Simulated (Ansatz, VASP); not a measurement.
## GaP: VASP beside Ansatz

```xyz
2
Lattice="0.0000 2.7183 2.7183 2.7183 0.0000 2.7183 2.7183 2.7183 0.0000" Properties=species:S:1:pos:R:3 pbc="T T T"
Ga    0.0000    0.0000    0.0000
P     4.0774    4.0774    4.0774
```

Alike in both runs: functional r2SCAN; dispersion rVV10; k mesh 8 × 8 × 8; occupations gaussian, width 0.02 eV; no spin polarisation.

Ansatz relaxed the structure, and its values are those at the end. VASP's run is a single point on that final structure, the one shown.

|  | VASP | Ansatz |
| --- | --- | --- |
| version | VASP 6.6.1 | Ansatz 0.2.0 |
| potentials or method | VASP PAW PBE potentials, release 64 (Ga_d, P), cutoff 550 eV | scalar-relativistic, plane waves, PAW |
| valence electrons in the cell | 18 | 18 |

|  | VASP | Ansatz | Ansatz less VASP |
| --- | --- | --- | --- |
| gap on the k mesh at the Fermi level (eV) | 1.84 | 1.84 | -0.003 |
| least direct gap on the mesh (eV) | 2.39 | 2.41 | +0.020 |
| pressure (GPa) | -0.1 | 0.0 | +0.08 |

VASP's potentials were made for PBE, not for r2SCAN.
